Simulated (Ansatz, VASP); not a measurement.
## Two plane-wave programs on HfIr2

```
CELL_PARAMETERS angstrom
3.93016 0.00000 0.00000
0.00000 3.93016 0.00000
0.00000 0.00000 6.75585
ATOMIC_POSITIONS crystal
Hf 0.00000 0.50000 0.65571
Hf 0.50000 0.00000 0.34429
Ir 0.00000 0.00000 0.00000
Ir 0.50000 0.50000 0.00000
Ir 0.00000 0.50000 0.26713
Ir 0.50000 0.00000 0.73287
```

Alike in both runs: functional PBE; k mesh 4 × 4 × 4; occupations gaussian, width 0.1 eV; no spin polarisation.

Ansatz relaxed the structure, and its values are those at the end. VASP's run is a single point on that final structure, the one shown.

```csv
,VASP,Ansatz
version,VASP 6.6.1,Ansatz 0.2.0
potentials or method,"VASP PAW PBE potentials, release 64 (Hf_pv, Ir), cutoff 520 eV","scalar-relativistic, plane waves, PAW"
valence electrons in the cell,56,120
```

|  | VASP | Ansatz | Ansatz less VASP |
| --- | --- | --- | --- |
| gap on the k mesh at the Fermi level (eV) | none | none | - |
| pressure (GPa) | -0.5 | 0.0 | +0.58 |
| rms of the force components (eV/Å) | 0.047 | 0.006 | -0.0405 |

A gap of «none» marks a metal or a gap that the smearing closes. VASP's potentials hold 56 valence electrons a cell and Ansatz's 120, so a difference there can come from the potentials and not from the codes.

The k mesh is coarse, so the values compare programs but aren't converged. Spin-orbit coupling is off throughout.
